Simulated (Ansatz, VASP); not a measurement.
One calculation of Rb, two programs

```
Rb
1.0
     8.85590    0.00000    0.00000
     0.00000    8.85590    0.00000
     0.00000    0.00000    8.85590
Rb
8
Direct
  0.50000 0.50000 0.50000
  0.00000 0.00000 0.00000
  0.25000 0.00000 0.50000
  0.50000 0.25000 0.00000
  0.50000 0.75000 0.00000
  0.75000 0.00000 0.50000
  0.00000 0.50000 0.75000
  0.00000 0.50000 0.25000
```

Alike in both runs: functional PBEsol; k mesh 4 × 4 × 4; occupations gaussian, width 0.1 eV; no spin polarisation.

Ansatz relaxed the structure, and its values are those at the end. VASP's run is a single point on that final structure, the one shown.

|  | VASP | Ansatz |
| --- | --- | --- |
| version | VASP 6.6.1 | Ansatz 0.2.0 |
| potentials or method | VASP PAW PBE potentials, release 64 (Rb_sv), cutoff 520 eV | scalar-relativistic, plane waves, PAW |
| valence electrons in the cell | 72 | 72 |

|  | VASP | Ansatz | Ansatz less VASP |
| --- | --- | --- | --- |
| gap on the k mesh at the Fermi level (eV) | none | none | - |
| pressure (GPa) | 0.0 | 0.0 | 0.00 |

VASP's potentials were made for PBE, not for PBEsol. A gap of «none» marks a metal or a gap that the smearing closes. The functional is the same, so the differences come from potentials, cutoffs and numerics.
